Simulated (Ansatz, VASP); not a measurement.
**B4AsRu in VASP and in Ansatz**

INCAR

```
SYSTEM = B4AsRu
  ALGO = Normal
  EDIFF = 1E-6
  EDIFFG = -0.01
  ENCUT = 600
  GGA = PE
  IBRION = 2
  ISIF = 3
  ISMEAR = 0
  LASPH = .True.
  LCHARG = .False.
  LREAL = .False.
  LWAVE = .False.
  NELM = 100
  NSW = 100
  PREC = Accurate
  SIGMA = 0.1
```

File KPOINTS:

```
k-points
0
Gamma
  10 10 10
  0 0 0
```

File POSCAR:

```
B4AsRu
1.0
    0.0000000000      3.0478256839      3.0478256839
    3.0478256839      0.0000000000      3.0478256839
    3.0478256839      3.0478256839      0.0000000000
B As Ru
4 1 1
Direct
    0.3588117352      0.3588117352      0.3588117352
    0.9235647945      0.3588117352      0.3588117352
    0.3588117352      0.3588117352      0.9235647945
    0.3588117352      0.9235647945      0.3588117352
    0.0000000000      0.0000000000      0.0000000000
    0.7500000000      0.7500000000      0.7500000000
```

Input for Ansatz:

```yaml
crystal:
  lattice:
    - [0.0, 3.0478256839, 3.0478256839]
    - [3.0478256839, 0.0, 3.0478256839]
    - [3.0478256839, 3.0478256839, 0.0]
  atoms:
    - { symbol: B, position: [0.3588117352, 0.3588117352, 0.3588117352] }
    - { symbol: B, position: [0.9235647945, 0.3588117352, 0.3588117352] }
    - { symbol: B, position: [0.3588117352, 0.3588117352, 0.9235647945] }
    - { symbol: B, position: [0.3588117352, 0.9235647945, 0.3588117352] }
    - { symbol: As, position: [0.0, 0.0, 0.0] }
    - { symbol: Ru, position: [0.75, 0.75, 0.75] }
basis:
  ecutwfc: 420
kpoints:
  mp_grid: { grid: [10, 10, 10] }
hamiltonian:
  xc: pbe
scf:
  occupations: { method: gaussian, width: 0.1 }
output:
  forces: true
  stress: true
  eigenvalues: true
  write_density: true
  write_potential: true
  elf: true
  volumetric_format: npy
relax:
  adjacent_minimum: "off"
  f_tol: 0.01
  max_steps: 80
  cell: { stress_tol: 0.05 }
```

Change from the starting cell: species swapped into the CeYRh4 type (F-43m, No. 216).

Alike in both runs: task relaxation of cell and atoms; functional PBE; k mesh 10 × 10 × 10; occupations gaussian, width 0.1 eV; no spin polarisation.

|  | VASP | Ansatz |
| --- | --- | --- |
| version | VASP 6.6.1 | Ansatz 0.2.0 |
| potentials or method | VASP PAW PBE potentials, release 64 (B, As, Ru_pv), cutoff 600 eV | scalar-relativistic, plane waves, PAW |
| valence electrons in the cell | 31 | 43 |

|  | VASP | Ansatz | Ansatz less VASP |
| --- | --- | --- | --- |
| gap on the k mesh at the Fermi level, each at its own relaxed structure (eV) | none | none | - |
| relaxed volume (Å³/atom) | 9.47 | 9.46 | -0.009 |
| relaxed length of the cell vector where the two differ most in proportion (Å) | 4.315 | 4.313 | -0.0014 |

A gap of «none» marks a metal or a gap that the smearing closes. VASP's potentials hold 31 valence electrons a cell and Ansatz's 43, so a difference there can come from the potentials and not from the codes.
